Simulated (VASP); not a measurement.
# Al (Fm-3m) in VASP: notebook, part 2 of 2

VASP 6.6.1. The steps go on from the part before.

## (4) Relaxation of cell and atoms, PBEsol, target pressure 30 GPa, at which the enthalpy is minimised

File INCAR:

```
SYSTEM = Al
  PREC = Accurate
  ENCUT = 600
  EDIFF = 1E-6
  ISMEAR = -1
  SIGMA = 0.05
  LREAL = .False.
  LASPH = .True.
  NELM = 60
  ALGO = Fast
  ISIF = 3
  LWAVE = .False.
  LCHARG = .False.
  GGA = PS
  IBRION = 2
  NSW = 60
  EDIFFG = -0.01
  PSTRESS = 300.0
```

File KPOINTS:

```
Automatic mesh
0
Gamma
  11 11 11
  0 0 0
```

File POSCAR:

```
Al
1.0
    0.0000000000      2.0248050000      2.0248050000
    2.0248050000      0.0000000000      2.0248050000
    2.0248050000      2.0248050000      0.0000000000
Al
1
Direct
    0.0000000000      0.0000000000      0.0000000000
```

Potentials or basis: VASP PAW PBE potentials, release 64 (Al).

Command:

```console
$ cat potpaw_PBE.64/Al/POTCAR > POTCAR
$ mpirun -np 1 vasp_std > vasp.out
```

OUTCAR:

```text
SYSTEM = Al
   PREC = Accurate
   ENCUT = 600
   EDIFF = 1E-6
   ISMEAR = -1
   LREAL = .False.
   LASPH = .True.
   NELM = 60
   ISIF = 3
   GGA = PS
   IBRION = 2
   NSW = 60
   EDIFFG = -0.01
   PSTRESS = 300.0

 ion  position               nearest neighbor table
   1  0.000  0.000  0.000-

  LATTYP: Found a face centered cubic cell.
 ALAT       =     4.0496100000

  Lattice vectors:

 A1 = (   0.0000000000,   2.0248050000,   2.0248050000)
 A2 = (   2.0248050000,   0.0000000000,   2.0248050000)
 A3 = (   2.0248050000,   2.0248050000,   0.0000000000)

Analysis of symmetry for initial positions (statically):
=====================================================================
 Subroutine PRICEL returns:
 Original cell was already a primitive cell.

 Routine SETGRP: Setting up the symmetry group for a
 face centered cubic supercell.

 Subroutine GETGRP returns: Found 48 space group operations
[... 9 lines left out ...]

 Routine SETGRP: Setting up the symmetry group for a
 face centered cubic supercell.

 Subroutine GETGRP returns: Found 48 space group operations
 (whereof 48 operations were pure point group operations)
 out of a pool of 48 trial point group operations.

The dynamic configuration has the point symmetry O_h .

 Subroutine INISYM returns: Found 48 space group operations
 (whereof 48 operations are pure point group operations),
 and found     1 'primitive' translations

----------------------------------------------------------------------------------------

                                     Primitive cell

  volume of cell :      16.6027

  direct lattice vectors                    reciprocal lattice vectors
     0.000000000  2.024805000  2.024805000    -0.246937359  0.246937359  0.246937359
     2.024805000  0.000000000  2.024805000     0.246937359 -0.246937359  0.246937359
     2.024805000  2.024805000  0.000000000     0.246937359  0.246937359 -0.246937359

  length of vectors
     2.863506692  2.863506692  2.863506692     0.427708053  0.427708053  0.427708053

  position of ions in fractional coordinates (direct lattice)
     0.000000000  0.000000000  0.000000000

  ion indices of the primitive-cell ions
   primitive index   ion index
                 1           1

----------------------------------------------------------------------------------------

 KPOINTS: Automatic mesh

Automatic generation of k-mesh.
 Grid dimensions read from file:
 generate k-points for:   11   11   11

 Generating k-lattice:

  Cartesian coordinates                     Fractional coordinates (reciprocal lattice)
    -0.022448851  0.022448851  0.022448851     0.090909091  0.000000000  0.000000000
     0.022448851 -0.022448851  0.022448851     0.000000000  0.090909091  0.000000000
     0.022448851  0.022448851 -0.022448851     0.000000000  0.000000000  0.090909091

  Length of vectors
     0.038882550  0.038882550  0.038882550

  Shift w.r.t. Gamma in fractional coordinates (k-lattice)
     0.000000000  0.000000000  0.000000000

 Subroutine IBZKPT returns following result:
 ===========================================

 Found     56 irreducible k-points:

 Following reciprocal coordinates:
            Coordinates               Weight
  0.000000  0.000000  0.000000      1.000000
  0.090909  0.000000  0.000000      8.000000
  0.181818  0.000000  0.000000      8.000000
  0.272727  0.000000  0.000000      8.000000
  0.363636  0.000000  0.000000      8.000000
  0.454545  0.000000  0.000000      8.000000
[... 16 lines left out ...]
 -0.272727  0.181818  0.000000     24.000000
 -0.181818  0.181818  0.000000     12.000000
 [... further k-points ...]
   k-points           NKPTS =     56   k-points in BZ     NKDIM =     56   number of bands    NBANDS=      5
   number of dos      NEDOS =    301   number of ions     NIONS =      1
   total plane-waves  NPLWV =  13824
   dimension x,y,z NGX =    24 NGY =   24 NGZ =   24
   dimension x,y,z NGXF=    48 NGYF=   48 NGZF=   48
   ions per type =               1
   NGX,Y,Z   is equivalent  to a cutoff of  13.93, 13.93, 13.93 a.u.
   NGXF,Y,Z  is equivalent  to a cutoff of  27.87, 27.87, 27.87 a.u.
 SYSTEM =  Al
   PREC   = accura    normal or accurate (medium, high low for compatibility)
   ISTART =      0    job   : 0-new  1-cont  2-samecut
   ICHARG =      2    charge: 1-file 2-atom 10-const
   ISPIN  =      1    spin polarized calculation?
   LNONCOLLINEAR =      F non collinear calculations
   LSORBIT =      F    spin-orbit coupling
   LASPH  =      T    aspherical Exc in radial PAW
   ENCUT  =  600.0 eV  44.10 Ry    6.64 a.u.   5.72  5.72  5.72*2*pi/ulx,y,z
   NELM   =     60;   NELMIN=  2; NELMDL= -5     # of ELM steps
   EDIFF  = 0.1E-05   stopping-criterion for ELM
   LREAL  =      F    real-space projection
   EDIFFG = -.1E-01   stopping-criterion for IOM
   NSW    =     60    number of steps for IOM
   IBRION =      2    ionic relax: 0-MD 1-quasi-New 2-CG
   NFREE  =      1    steps in history (QN), initial steepest desc. (CG)
   ISIF   =      3    stress and relaxation
   ISYM   =      2    0-nonsym 1-usesym 2-fastsym
   POTIM  = 0.5000    time-step for ionic-motion
   TEBEG  =    0.0;   TEEND  =   0.0 temperature during run
   PSTRESS=  300.0 pullay stress
   NELECT =       3.0000    total number of electrons
   NUPDOWN=      -1.0000    fix difference up-down
   EMIN   =  10.00;   EMAX   =-10.00  energy-range for DOS
   EFERMI =   0.00;   METHOD = LEGACY
   ISMEAR =    -1;   SIGMA  =   0.05  broadening in eV -4-tet -1-fermi 0-gaus
   EFERMI_NEDOS =   21; number of points for ismear=-14 and -15
   IALGO  =     68    algorithm
   IMIX   =      4    mixing-type and parameters
     AMIX     =   0.40;   BMIX     =  1.00
     AMIX_MAG =   1.60;   BMIX_MAG =  1.00
  volume/ion in A,a.u.               =      16.60       112.04
  Fermi-wavevector in a.u.,A,eV,Ry     =   0.925526  1.748991 11.654733  0.856599
  Thomas-Fermi vector in A             =   2.051390
   LORBIT       =      0    0 simple, 1 ext, 2 COOP (PROOUT), +10 PAW based schemes
   GGA     = PS    functional components
   LHFCALC =     F    Hartree Fock is set to
   AEXX    =    0.0000 exact exchange contribution
   IVDW    =     0    specifies the selected vdW correction
   LEPSILON=     F    determine dielectric tensor
   LRPA    =     F    only Hartree local field effects (RPA)
 conjugate gradient relaxation of ions
 non-spin polarized calculation
 RMM-DIIS sequential band-by-band and
  energy-cutoff  :      600.00
  volume of cell :       16.60
 maximum number of plane-waves:       564
   NGX = 11   NGY = 11   NGZ = 11

--------------------------------------- Ionic step        1  -------------------------------------------

 number of electron       3.0000000 magnetization

 Free energy of the ion-electron system (eV)
  ---------------------------------------------------
  ext. energy  EPLUGINS =         0.00000000
  ---------------------------------------------------
  free energy    TOTEN  =        -4.09962366 eV

  energy without entropy =       -4.09562720  energy(sigma->0) =       -4.09762543

 E-fermi :   7.8940     XC(G=0): -10.2343

 val. band max:        7.8836399556   @ k =  -0.4545   0.3636   0.0000
 cond. band min:       7.9162746360   @ k =   0.4545   0.1818   0.0909
 fundamental gap:      0.0326346804
 Fermi energy:         7.8940104241

 k-point     1 :       0.0000    0.0000    0.0000
  band No.  band energies     occupation
      1      -3.2018      2.00000
      2      20.4462      0.00000
      3      20.4462      0.00000
      4      20.4462      0.00000
      5      21.8911      0.00000
[... 177 lines left out ...]
 k-point    24 :      -0.1818    0.1818    0.0000
  band No.  band energies     occupation
      1      -0.8349      2.00000
      2      11.6965      0.00000
      3      13.1263      0.00000
      4      19.6797      0.00000
      5      21.7041      0.00000

 [... further k-points ...]
[... 5 lines left out ...]
  --------------------------------------------------------------------------------------
  -------------------------------------------------------------------------------------
  Total       -0.1937593     -0.1937593     -0.1937593      0.0000000      0.0000000      0.0000000
  in kB      -18.6979290    -18.6979290    -18.6979290      0.0000000      0.0000000      0.0000000
  external PRESSURE =    -318.6979290 kB  Pullay stress =     300.0000000 kB
[... 209 lines left out ...]
--------------------------------------- Ionic step        7  -------------------------------------------

 number of electron       3.0000000 magnetization

 Free energy of the ion-electron system (eV)
  ---------------------------------------------------
  ext. energy  EPLUGINS =         0.00000000
  ---------------------------------------------------
  free energy    TOTEN  =        -3.85292630 eV

  energy without entropy =       -3.85017974  energy(sigma->0) =       -3.85155302

 E-fermi :  10.7011     XC(G=0): -11.1689

 val. band max:       10.4236821125   @ k =  -0.4545   0.3636   0.0000
 cond. band min:      10.7218092757   @ k =   0.4545   0.1818   0.0909
 fundamental gap:      0.2981271632
 Fermi energy:        10.7010570616

 k-point     1 :       0.0000    0.0000    0.0000
  band No.  band energies     occupation
      1      -2.1989      2.00000
      2      24.7022      0.00000
      3      24.7022      0.00000
      4      24.7022      0.00000
      5      28.2149      0.00000
[... 177 lines left out ...]
 k-point    24 :      -0.1818    0.1818    0.0000
  band No.  band energies     occupation
      1       0.5736      2.00000
      2      14.8787      0.00000
      3      17.1108      0.00000
      4      24.5630      0.00000
      5      26.9785      0.00000

 [... further k-points ...]
[... 5 lines left out ...]
  --------------------------------------------------------------------------------------
  -------------------------------------------------------------------------------------
  Total        2.4280451      2.4280451      2.4280451      0.0000000      0.0000000     -0.0000000
  in kB      299.9082330    299.9082330    299.9082330      0.0000000      0.0000000     -0.0000000
  external PRESSURE =      -0.0917670 kB  Pullay stress =     300.0000000 kB
[... 20 lines left out ...]
  energy  without entropy=       -3.8501797394  energy(sigma->0) =       -3.85155302

  enthalpy is  TOTEN    =        -1.4241382739 eV   P V=        2.4287880237

 reached required accuracy - stopping structural energy minimisation
```

OSZICAR:

```text
N       E                     dE             d eps       ncg     rms          rms(c)
DAV:   1    -0.142307264437E+01   -0.14231E+01   -0.99527E+02   560   0.394E+02
DAV:   2    -0.410522993810E+01   -0.26822E+01   -0.25411E+01   725   0.331E+01
DAV:   3    -0.412779381260E+01   -0.22564E-01   -0.22561E-01   770   0.392E+00
[... 41 lines left out ...]
RMM:   3    -0.385761425381E+01    0.26262E-05   -0.68375E-07   328   0.758E-03    0.221E-03
RMM:   4    -0.385761407858E+01    0.17523E-06   -0.20605E-07   289   0.441E-03
   6 F= -.14241069E+01 E0= -.14227290E+01  d E =0.732219E-05
       N       E                     dE             d eps       ncg     rms          rms(c)
DAV:   1    -0.385292670442E+01    0.46875E-02   -0.14743E-04   695   0.872E-02    0.138E-02
RMM:   2    -0.385292629760E+01    0.40683E-06   -0.59180E-07   335   0.804E-03
   7 F= -.14241383E+01 E0= -.14227650E+01  d E =-.240787E-04
```

Run time: 34 s. Hardware: 1 thread of AMD EPYC 7R13, shared host; peak memory 0.11 GiB.

Results:

* Free energy: -3.8529 eV
* Relaxed volume: 12.97 Å³/atom
* Relaxed cell: a = 2.637 Å, b = 2.637 Å, c = 2.637 Å, α = 60.00°, β = 60.00°, γ = 60.00°
* Space group after relaxing (to 0.05 Å): Fm-3m (No. 225)
* Energy change on relaxing (the enthalpy is what falls): +246.7 meV/atom
* Ionic steps: 7
* Pressure after relaxing: 30.0 GPa

The path:
| step | energy change (eV) | largest force (eV/Å) | pressure (GPa) | volume (Å³) |
| --- | --- | --- | --- | --- |
| 1 | 0.0000 | 0.0000 | -1.87 | 16.60 |
| 2 | 1.5212 | 0.0000 | 117.61 | 9.86 |
| 3 | 0.2110 | 0.0000 | 27.01 | 13.17 |
| 4 | 0.2387 | 0.0000 | 29.34 | 13.01 |
| 5 | 0.2510 | 0.0000 | 30.35 | 12.95 |
| 6 | 0.2420 | 0.0000 | 29.61 | 13.00 |
| 7 | 0.2467 | 0.0000 | 29.99 | 12.97 |

Final structure:
```cif
data_structure
_symmetry_space_group_name_H-M 'P 1'
_symmetry_Int_Tables_number 1
_cell_length_a 2.6373
_cell_length_b 2.6373
_cell_length_c 2.6373
_cell_angle_alpha 60.000
_cell_angle_beta 60.000
_cell_angle_gamma 60.000
_cell_volume 12.97
loop_
_atom_site_label
_atom_site_type_symbol
_atom_site_fract_x
_atom_site_fract_y
_atom_site_fract_z
_atom_site_occupancy
Al1 Al 0.00000 0.00000 0.00000 1
```

Caveat: the cell is relaxed towards a set pressure, so the enthalpy falls and the energy may rise; the volume moved by over 15 % at a fixed basis, so the end points are rough; the PAW data sets were made with another functional, which shifts forces and pressure a little.

## (5) Summary

```csv
cell,gap on the mesh (eV),pressure (GPa)
relaxed to 10 GPa,none,10.0
relaxed to 20 GPa,none,19.9
relaxed to 30 GPa,none,30.0
```

Alike in all rows: task relaxation of cell and atoms; level PBEsol; potentials or basis VASP PAW PBE potentials, release 64 (Al); no spin polarisation; k mesh 11 × 11 × 11; cutoff (eV) 600; smearing fermi-dirac 0.05 eV.

Caveats: the cell is relaxed towards a set pressure, so the enthalpy falls and the energy may rise; the PAW data sets were made with another functional, which shifts forces and pressure a little; the volume moved by over 15 % at a fixed basis, so the end points are rough (some runs).

Absolute energies hang on the potentials; compare differences alone.
